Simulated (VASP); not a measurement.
# MgS (F-43m) in VASP: further runs, part 2 of 2

VASP 6.6.1.

### 4 Single point, r2SCAN

This run uses another cell than the first one, of 21.83 Å³/atom.

POSCAR reads:

```
MgS
1.0
    0.0000000000      2.7948299501      2.7948299501
    2.7948299501      0.0000000000      2.7948299501
    2.7948299501      2.7948299501      0.0000000000
Mg S
1 1
Direct
    0.0000000000      0.0000000000      0.0000000000
    0.7500000000      0.7500000000      0.7500000000
```

INCAR.step1 reads:

```
SYSTEM = MgS
ALGO = Normal
EDIFF = 1E-5
ENCUT = 660
GGA = PE
GGA_COMPAT = .FALSE.
ISMEAR = 0
LASPH = .TRUE.
LCHARG = .FALSE.
LREAL = .FALSE.
LWAVE = .TRUE.
NBANDS = 11
NELM = 120
PREC = Accurate
SIGMA = 0.01
```

INCAR.step2 reads:

```
SYSTEM = MgS
ALGO = Normal
EDIFF = 1E-6
ENCUT = 660
GGA_COMPAT = .FALSE.
ISIF = 2
ISMEAR = 0
ISTART = 1
LASPH = .TRUE.
LCHARG = .FALSE.
LMIXTAU = .TRUE.
LREAL = .FALSE.
LWAVE = .FALSE.
METAGGA = R2SCAN
NBANDS = 11
NELM = 120
PREC = Accurate
SIGMA = 0.01
```

KPOINTS reads:

```
k-points
0
G
  5 5 5
  0 0 0
```

Potentials or basis: VASP PAW PBE potentials, release 64 (Mg, S).

Launch:

```console
> cat potpaw_PBE.64/Mg/POTCAR potpaw_PBE.64/S/POTCAR > POTCAR
> cp INCAR.step1 INCAR
> mpirun -np 1 vasp_std > vasp.out
> cp INCAR.step2 INCAR
> mpirun -np 1 vasp_std > vasp.out
```

OUTCAR:

```text
SYSTEM = MgS
   EDIFF = 1E-6
   ENCUT = 660
   ISIF = 2
   ISMEAR = 0
   ISTART = 1
   LASPH = .TRUE.
   LREAL = .FALSE.
   METAGGA = R2SCAN
   NELM = 120
   PREC = Accurate

 ion  position               nearest neighbor table
   1  0.000  0.000  0.000-   2 2.42   2 2.42   2 2.42   2 2.42
   2  0.750  0.750  0.750-   1 2.42   1 2.42   1 2.42   1 2.42

  LATTYP: Found a face centered cubic cell.
 ALAT       =     5.5896599002

  Lattice vectors:

 A1 = (   0.0000000000,   2.7948299501,   2.7948299501)
 A2 = (   2.7948299501,   0.0000000000,   2.7948299501)
 A3 = (   2.7948299501,   2.7948299501,   0.0000000000)

Analysis of symmetry for initial positions (statically):
=====================================================================
 Subroutine PRICEL returns:
 Original cell was already a primitive cell.

 Routine SETGRP: Setting up the symmetry group for a
 face centered cubic supercell.

 Subroutine GETGRP returns: Found 24 space group operations
 (whereof 24 operations were pure point group operations)
 out of a pool of 48 trial point group operations.

The static configuration has the point symmetry T_d .

[... 157 lines left out ...]
      3       1.0139      2.00000
      4       1.0139      2.00000
      5       5.3508      0.00000
      6       9.7068      0.00000
      7       9.7068      0.00000
      8       9.7068      0.00000
      9      12.5489      0.00000
     10      12.5489      0.00000
     11      16.0477      0.00000
[... 113 lines left out ...]
 k-point    10 :      -0.4000    0.4000    0.2000
  band No.  band energies     occupation
      1      -9.9176      2.00000
      2      -1.5363      2.00000
      3      -0.7161      2.00000
      4      -0.0386      2.00000
      5       7.0618      0.00000
      6       9.1961      0.00000
      7       9.5947      0.00000
      8      11.7516      0.00000
      9      13.6688      0.00000
     10      14.9216      0.00000
     11      17.4351      0.00000

------------------------ aborting loop because EDIFF is reached ----------------------------------------

  FORCE on cell =-STRESS in cart. coord.  units (eV):
  Direction    XX          YY          ZZ          XY          YZ          ZX
  --------------------------------------------------------------------------------------
  -------------------------------------------------------------------------------------
  Total        0.6150382      0.6150382      0.6150382      0.0000000     -0.0000000      0.0000000
  in kB       22.5692189     22.5692189     22.5692189      0.0000000     -0.0000000      0.0000000
  external PRESSURE =      22.5692189 kB  Pullay stress =       0.0000000 kB

 VOLUME and BASIS-vectors are now :
 -----------------------------------------------------------------------------
  energy-cutoff  :      660.00
  volume of cell :       43.66
      direct lattice vectors                 reciprocal lattice vectors
     0.000000000  2.794829950  2.794829950    -0.178901761  0.178901761  0.178901761
     2.794829950  0.000000000  2.794829950     0.178901761 -0.178901761  0.178901761
     2.794829950  2.794829950  0.000000000     0.178901761  0.178901761 -0.178901761

 POSITION                                       TOTAL-FORCE (eV/Angst)
 -----------------------------------------------------------------------------------
      0.00000      0.00000      0.00000        -0.000000     -0.000000     -0.000000
      4.19224      4.19224      4.19224         0.000000      0.000000      0.000000
 -----------------------------------------------------------------------------------
    total drift:                                0.000000      0.000000      0.000000

  FREE ENERGIE OF THE ION-ELECTRON SYSTEM (eV)
  ---------------------------------------------------
  free  energy   TOTEN  =       -15.4389615773 eV

  energy  without entropy=      -15.4389615773  energy(sigma->0) =      -15.43896158
```

OUTCAR.step1:

```text
SYSTEM = MgS
   EDIFF = 1E-5
   ENCUT = 660
   GGA = PE
   ISMEAR = 0
   LASPH = .TRUE.
   LREAL = .FALSE.
[... 344 lines left out ...]
      0.00000      0.00000      0.00000         0.000000     -0.000000     -0.000000
      4.19224      4.19224      4.19224        -0.000000      0.000000      0.000000
 -----------------------------------------------------------------------------------
    total drift:                                0.000000      0.000000      0.000000

  FREE ENERGIE OF THE ION-ELECTRON SYSTEM (eV)
  ---------------------------------------------------
  free  energy   TOTEN  =        -8.4452940296 eV

  energy  without entropy=       -8.4452940296  energy(sigma->0) =       -8.44529403
```

OSZICAR.step1:

```text
N       E                     dE             d eps       ncg     rms          rms(c)
DAV:   1     0.269767285271E+02    0.26977E+02   -0.37691E+03   220   0.697E+02
DAV:   2    -0.693837424139E+01   -0.33915E+02   -0.31785E+02   279   0.107E+02
DAV:   3    -0.894206330921E+01   -0.20037E+01   -0.20008E+01   262   0.278E+01
DAV:   4    -0.895869987080E+01   -0.16637E-01   -0.16636E-01   261   0.306E+00
DAV:   5    -0.895887889682E+01   -0.17903E-03   -0.17903E-03   281   0.300E-01    0.413E+00
DAV:   6    -0.847535416103E+01    0.48352E+00   -0.11826E+00   241   0.409E+00    0.322E+00
DAV:   7    -0.843844682220E+01    0.36907E-01   -0.27149E-01   262   0.213E+00    0.249E+00
DAV:   8    -0.844578028823E+01   -0.73335E-02   -0.20559E-02   244   0.882E-01    0.129E+00
DAV:   9    -0.844507947514E+01    0.70081E-03   -0.18580E-03   256   0.218E-01    0.396E-01
DAV:  10    -0.844529448116E+01   -0.21501E-03   -0.57967E-04   235   0.115E-01    0.947E-02
DAV:  11    -0.844529402958E+01    0.45158E-06   -0.52699E-05   250   0.292E-02
   1 F= -.84452940E+01 E0= -.84452940E+01  d E =-.128586E-40
```

Run time: 36 s. Hardware: 1 thread of AMD EPYC 7R13 (Zen 3), shared host; peak memory 0.18 GiB.

Results:

```
Free energy            : -15.4390 eV
Pressure               : 2.3 GPa
Band gap on the k mesh : 4.34 eV
```

Caveat: the PAW data sets were made with another functional, which shifts forces and pressure a little; an odd mesh through Γ misses points on the zone boundary, where band edges can lie.

### 5 Summary

| cell | gap on the mesh (eV) | pressure (GPa) |
| --- | --- | --- |
| a = 3.839 Å, angles 60.0°, 2 atoms | 4.56 | 9.5 |
| a = 3.897 Å, angles 60.0°, 2 atoms | 4.57 | 5.5 |
| a = 3.952 Å, angles 60.0°, 2 atoms | 4.34 | 2.3 |

Alike in all rows: task single point; level r2SCAN; potentials or basis VASP PAW PBE potentials, release 64 (Mg, S); no spin polarisation; k mesh 5 × 5 × 5; cutoff (eV) 660; smearing gaussian 0.01 eV.

Caveats: the PAW data sets were made with another functional, which shifts forces and pressure a little; an odd mesh through Γ misses points on the zone boundary, where band edges can lie; the cell stands under pressure (at least some runs).

Total energies depend on the potentials used, so only differences within one code and one set of settings carry meaning.
